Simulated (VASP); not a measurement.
# Ag (Fm-3m) in VASP: single point with PBE

Aim: the single point of Ag with PBE.

Everything below comes from runs of VASP 6.6.1. Logs are shortened: lines on timing, memory, paths and dates and some standing lists are left out, and cuts for length are marked.

## (1) The cell of the first run

Symmetry: Fm-3m, No. 225, cubic system. The conventional cell has a = 4.148 Å, b = 4.148 Å, c = 4.148 Å, α = 90.00°, β = 90.00°, γ = 90.00°. Within 3.9 Å of Ag (site symmetry m-3m) lie 12 Ag at 2.93 Å.

## (2) Single point, PBE

Contents of INCAR:

```
SYSTEM = Ag
ALGO     = Normal         ! electronic algorithm
EDIFF    = 1E-6           ! SCF threshold, eV
ENCUT    = 500            ! plane-wave cutoff, eV
GGA      = PE             ! functional
GGA_COMPAT= .False.      
ISIF     = 2              ! what is computed and relaxed
ISMEAR   = -1             ! smearing method
LASPH    = .True.         ! aspherical terms in the spheres
LCHARG   = .False.        ! write CHGCAR
LREAL    = .False.        ! projectors in reciprocal space
LWAVE    = .False.        ! write WAVECAR
NBANDS   = 12             ! bands
NELM     = 120            ! most SCF steps
PREC     = Accurate       ! precision mode
SIGMA    = 0.08           ! smearing width, eV
```

Contents of KPOINTS:

```
k-points
0
Gamma
  18 18 18
  0 0 0
```

Contents of POSCAR:

```
Ag
1.0
    0.0000000000      2.0742205998      2.0742205998
    2.0742205998      0.0000000000      2.0742205998
    2.0742205998      2.0742205998      0.0000000000
Ag
1
Direct
    0.0000000000      0.0000000000      0.0000000000
```

Potentials or basis: VASP PAW PBE potentials, release 64 (Ag).

Started as:

```bash
cat potpaw_PBE.64/Ag/POTCAR > POTCAR
mpirun -np 1 vasp_std > vasp.out
```

OUTCAR:

```text
SYSTEM = Ag
   EDIFF = 1E-6
   ENCUT = 500
   GGA = PE
   ISIF = 2
   ISMEAR = -1
   LASPH = .True.
   LREAL = .False.
   NELM = 120
   PREC = Accurate

 ion  position               nearest neighbor table
   1  0.000  0.000  0.000-

  LATTYP: Found a face centered cubic cell.
 ALAT       =     4.1484411996

  Lattice vectors:

 A1 = (   0.0000000000,   2.0742205998,   2.0742205998)
 A2 = (   2.0742205998,   0.0000000000,   2.0742205998)
 A3 = (   2.0742205998,   2.0742205998,   0.0000000000)

Analysis of symmetry for initial positions (statically):
=====================================================================
 Subroutine PRICEL returns:
 Original cell was already a primitive cell.

 Routine SETGRP: Setting up the symmetry group for a
 face centered cubic supercell.

 Subroutine GETGRP returns: Found 48 space group operations
 (whereof 48 operations were pure point group operations)
 out of a pool of 48 trial point group operations.

The static configuration has the point symmetry O_h .

Analysis of symmetry for dynamics (positions and initial velocities):
=====================================================================
 Subroutine PRICEL returns:
 Original cell was already a primitive cell.

 Routine SETGRP: Setting up the symmetry group for a
 face centered cubic supercell.

 Subroutine GETGRP returns: Found 48 space group operations
 (whereof 48 operations were pure point group operations)
 out of a pool of 48 trial point group operations.

The dynamic configuration has the point symmetry O_h .

 Subroutine INISYM returns: Found 48 space group operations
 (whereof 48 operations are pure point group operations),
 and found     1 'primitive' translations

----------------------------------------------------------------------------------------

                                     Primitive cell

  volume of cell :      17.8482

  direct lattice vectors                    reciprocal lattice vectors
     0.000000000  2.074220600  2.074220600    -0.241054399  0.241054399  0.241054399
     2.074220600  0.000000000  2.074220600     0.241054399 -0.241054399  0.241054399
     2.074220600  2.074220600  0.000000000     0.241054399  0.241054399 -0.241054399

  length of vectors
     2.933390904  2.933390904  2.933390904     0.417518466  0.417518466  0.417518466

  position of ions in fractional coordinates (direct lattice)
     0.000000000  0.000000000  0.000000000

  ion indices of the primitive-cell ions
   primitive index   ion index
                 1           1

----------------------------------------------------------------------------------------

 KPOINTS: k-points

Automatic generation of k-mesh.
 Grid dimensions read from file:
 generate k-points for:   18   18   18

 Generating k-lattice:

  Cartesian coordinates                     Fractional coordinates (reciprocal lattice)
    -0.013391911  0.013391911  0.013391911     0.055555556  0.000000000  0.000000000
     0.013391911 -0.013391911  0.013391911     0.000000000  0.055555556  0.000000000
     0.013391911  0.013391911 -0.013391911     0.000000000  0.000000000  0.055555556

  Length of vectors
     0.023195470  0.023195470  0.023195470

  Shift w.r.t. Gamma in fractional coordinates (k-lattice)
     0.000000000  0.000000000  0.000000000

 Subroutine IBZKPT returns following result:
 ===========================================

 Found    195 irreducible k-points:

 Following reciprocal coordinates:
            Coordinates               Weight
  0.000000  0.000000  0.000000      1.000000
  0.055556  0.000000  0.000000      8.000000
  0.111111  0.000000  0.000000      8.000000
  0.166667  0.000000  0.000000      8.000000
  0.222222  0.000000  0.000000      8.000000
  0.277778  0.000000  0.000000      8.000000
[... 16 lines left out ...]
 -0.277778  0.055556  0.000000     24.000000
 -0.222222  0.055556  0.000000     24.000000
 [... further k-points ...]
   k-points           NKPTS =    195   k-points in BZ     NKDIM =    195   number of bands    NBANDS=     12
   number of dos      NEDOS =    301   number of ions     NIONS =      1
   total plane-waves  NPLWV =  13824
   dimension x,y,z NGX =    24 NGY =   24 NGZ =   24
   dimension x,y,z NGXF=    48 NGYF=   48 NGZF=   48
   ions per type =               1
   NGX,Y,Z   is equivalent  to a cutoff of  13.60, 13.60, 13.60 a.u.
   NGXF,Y,Z  is equivalent  to a cutoff of  27.20, 27.20, 27.20 a.u.
 SYSTEM =  Ag
   PREC   = accura    normal or accurate (medium, high low for compatibility)
   ISTART =      0    job   : 0-new  1-cont  2-samecut
   ICHARG =      2    charge: 1-file 2-atom 10-const
   ISPIN  =      1    spin polarized calculation?
   LNONCOLLINEAR =      F non collinear calculations
   LSORBIT =      F    spin-orbit coupling
   LASPH  =      T    aspherical Exc in radial PAW
   ENCUT  =  500.0 eV  36.75 Ry    6.06 a.u.   5.35  5.35  5.35*2*pi/ulx,y,z
   NELM   =    120;   NELMIN=  2; NELMDL= -5     # of ELM steps
   EDIFF  = 0.1E-05   stopping-criterion for ELM
   LREAL  =      F    real-space projection
   EDIFFG = 0.1E-04   stopping-criterion for IOM
   NSW    =      0    number of steps for IOM
   IBRION =     -1    ionic relax: 0-MD 1-quasi-New 2-CG
   NFREE  =      0    steps in history (QN), initial steepest desc. (CG)
   ISIF   =      2    stress and relaxation
   ISYM   =      2    0-nonsym 1-usesym 2-fastsym
   POTIM  = 0.5000    time-step for ionic-motion
   TEBEG  =    0.0;   TEEND  =   0.0 temperature during run
   PSTRESS=    0.0 pullay stress
   NELECT =      11.0000    total number of electrons
   NUPDOWN=      -1.0000    fix difference up-down
   EMIN   =  10.00;   EMAX   =-10.00  energy-range for DOS
   EFERMI =   0.00;   METHOD = LEGACY
   ISMEAR =    -1;   SIGMA  =   0.08  broadening in eV -4-tet -1-fermi 0-gaus
   EFERMI_NEDOS =   21; number of points for ismear=-14 and -15
   IALGO  =     38    algorithm
   IMIX   =      4    mixing-type and parameters
     AMIX     =   0.40;   BMIX     =  1.00
     AMIX_MAG =   1.60;   BMIX_MAG =  1.00
  volume/ion in A,a.u.               =      17.85       120.45
  Fermi-wavevector in a.u.,A,eV,Ry     =   1.393181  2.632730 26.408262  1.940952
  Thomas-Fermi vector in A             =   2.516852
   LORBIT       =      0    0 simple, 1 ext, 2 COOP (PROOUT), +10 PAW based schemes
   GGA     = PE    functional components
   LHFCALC =     F    Hartree Fock is set to
   AEXX    =    0.0000 exact exchange contribution
   IVDW    =     0    specifies the selected vdW correction
   LEPSILON=     F    determine dielectric tensor
   LRPA    =     F    only Hartree local field effects (RPA)
 non-spin polarized calculation
  energy-cutoff  :      500.00
  volume of cell :       17.85
 maximum number of plane-waves:       467
 NGX is ok and might be reduce to    24
   NGX = 11   NGY = 11   NGZ = 11

 number of electron      11.0000000 magnetization

 Free energy of the ion-electron system (eV)
  ---------------------------------------------------
  ext. energy  EPLUGINS =         0.00000000
  ---------------------------------------------------
  free energy    TOTEN  =        -2.72262226 eV

  energy without entropy =       -2.71785328  energy(sigma->0) =       -2.72023777

 E-fermi :   7.7987     XC(G=0): -11.9387

 val. band max:        7.7491809345   @ k =   0.5000   0.1667   0.0556
 cond. band min:       7.8886346292   @ k =   0.5000   0.3333   0.1111
 fundamental gap:      0.1394536948
 Fermi energy:         7.7987394524

 k-point     1 :       0.0000    0.0000    0.0000
  band No.  band energies     occupation
      1       0.3729      2.00000
      2       3.1649      2.00000
      3       3.1649      2.00000
      4       3.1649      2.00000
      5       4.1178      2.00000
      6       4.1178      2.00000
      7      23.7289      0.00000
      8      27.0366      0.00000
      9      27.0366      0.00000
     10      27.0366      0.00000
     11      31.7352      0.00000
     12      32.5927      0.00000

 k-point     2 :       0.0556    0.0000    0.0000
  band No.  band energies     occupation
      1       0.4662      2.00000
      2       3.1445      2.00000
      3       3.1899      2.00000
      4       3.1899      2.00000
      5       4.1084      2.00000
      6       4.1084      2.00000
      7      23.7336      0.00000
      8      26.1953      0.00000
      9      27.0614      0.00000
     10      27.0614      0.00000
     11      31.7439      0.00000
     12      32.5066      0.00000

 k-point     3 :       0.1111    0.0000    0.0000
  band No.  band energies     occupation
      1       0.7358      2.00000
      2       3.0974      2.00000
      3       3.2551      2.00000
      4       3.2551      2.00000
      5       4.0899      2.00000
      6       4.0899      2.00000
      7      23.3724      0.00000
      8      24.8823      0.00000
      9      27.1146      0.00000
     10      27.1146      0.00000
     11      30.9242      0.00000
     12      32.1829      0.00000

 k-point     4 :       0.1667    0.0000    0.0000
  band No.  band energies     occupation
      1       1.1396      2.00000
      2       3.0770      2.00000
      3       3.3276      2.00000
      4       3.3276      2.00000
      5       4.0946      2.00000
      6       4.0946      2.00000
      7      21.7472      0.00000
      8      24.5481      0.00000
      9      27.1319      0.00000
     10      27.1319      0.00000
     11      30.2396      0.00000
     12      31.5820      0.00000

 k-point     5 :       0.2222    0.0000    0.0000
  band No.  band energies     occupation
      1       1.5549      2.00000
      2       3.2194      2.00000
      3       3.3588      2.00000
      4       3.3588      2.00000
      5       4.1674      2.00000
      6       4.1674      2.00000
      7      19.6718      0.00000
      8      24.3959      0.00000
      9      27.0137      0.00000
     10      27.0137      0.00000
     11      30.0805      0.00000
     12      30.9043      0.00000
[... 228 lines left out ...]
      1       1.7945      2.00000
      2       3.1678      2.00000
      3       3.2210      2.00000
      4       4.5831      2.00000
      5       4.6583      2.00000
      6       6.4222      2.00000
      7      13.0311      0.00000
      8      22.9830      0.00000
      9      24.6006      0.00000
     10      25.8308      0.00000
     11      30.0665      0.00000
     12      30.4119      0.00000

 k-point    22 :      -0.3333    0.0556    0.0000
  band No.  band energies     occupation
      1       1.8507      2.00000
      2       3.2301      2.00000
      3       3.2776      2.00000
      4       4.3106      2.00000
      5       4.4645      2.00000
      6       5.3872      2.00000
      7      14.8872      0.00000
      8      23.2080      0.00000
      9      24.9346      0.00000
     10      26.7010      0.00000
     11      29.8982      0.00000
     12      30.1403      0.00000

 k-point    23 :      -0.2778    0.0556    0.0000
  band No.  band energies     occupation
      1       1.8700      2.00000
      2       3.2884      2.00000
      3       3.3448      2.00000
      4       3.7905      2.00000
      5       4.2535      2.00000
      6       4.7394      2.00000
      7      16.9151      0.00000
      8      23.4952      0.00000
      9      25.4482      0.00000
     10      27.6951      0.00000
     11      29.6186      0.00000
     12      29.7728      0.00000

 k-point    24 :      -0.2222    0.0556    0.0000
  band No.  band energies     occupation
      1       1.7323      2.00000
      2       3.1901      2.00000
      3       3.3918      2.00000
      4       3.4190      2.00000
      5       4.0770      2.00000
      6       4.4193      2.00000
      7      19.0265      0.00000
      8      23.7828      0.00000
      9      25.9923      0.00000
     10      28.3877      0.00000
     11      29.1436      0.00000
     12      30.0473      0.00000

 [... further k-points ...]

------------------------ aborting loop because EDIFF is reached ----------------------------------------

  FORCE on cell =-STRESS in cart. coord.  units (eV):
  Direction    XX          YY          ZZ          XY          YZ          ZX
  --------------------------------------------------------------------------------------
  -------------------------------------------------------------------------------------
  Total       -0.0132809     -0.0132809     -0.0132809     -0.0000000     -0.0000000     -0.0000000
  in kB       -1.1921810     -1.1921810     -1.1921810     -0.0000000     -0.0000000     -0.0000000
  external PRESSURE =      -1.1921810 kB  Pullay stress =       0.0000000 kB

 VOLUME and BASIS-vectors are now :
 -----------------------------------------------------------------------------
  energy-cutoff  :      500.00
  volume of cell :       17.85
      direct lattice vectors                 reciprocal lattice vectors
     0.000000000  2.074220600  2.074220600    -0.241054399  0.241054399  0.241054399
     2.074220600  0.000000000  2.074220600     0.241054399 -0.241054399  0.241054399
     2.074220600  2.074220600  0.000000000     0.241054399  0.241054399 -0.241054399

 POSITION                                       TOTAL-FORCE (eV/Angst)
 -----------------------------------------------------------------------------------
      0.00000      0.00000      0.00000         0.000000      0.000000      0.000000
 -----------------------------------------------------------------------------------
    total drift:                               -0.000000     -0.000000     -0.000000

  FREE ENERGIE OF THE ION-ELECTRON SYSTEM (eV)
  ---------------------------------------------------
  free  energy   TOTEN  =        -2.7226222568 eV

  energy  without entropy=       -2.7178532788  energy(sigma->0) =       -2.72023777
```

It took 14 s on 1 thread of Intel Xeon 6975P-C (Granite Rapids), shared host; peak memory 0.16 GiB.

Results:

| Property | Result |
| --- | --- |
| Free energy | -2.7226 eV |
| Pressure | -0.1 GPa |
| Band gap on the k mesh | zero (an odd number of electrons rules out a gap without spin polarisation) |

Levels at points of the mesh, in eV from the Fermi level:
```csv
k point,band 4,band 5,band 6,band 7,band 8,band 9
"(0.00, 0.00, 0.00)",-4.63,-3.68,-3.68,15.93,19.24,19.24
"(0.50, 0.00, 0.00)",-2.95,-2.95,-0.26,3.37,15.16,17.41
"(0.50, 0.50, 0.00)",-2.76,-2.76,1.66,6.41,10.45,10.45
```
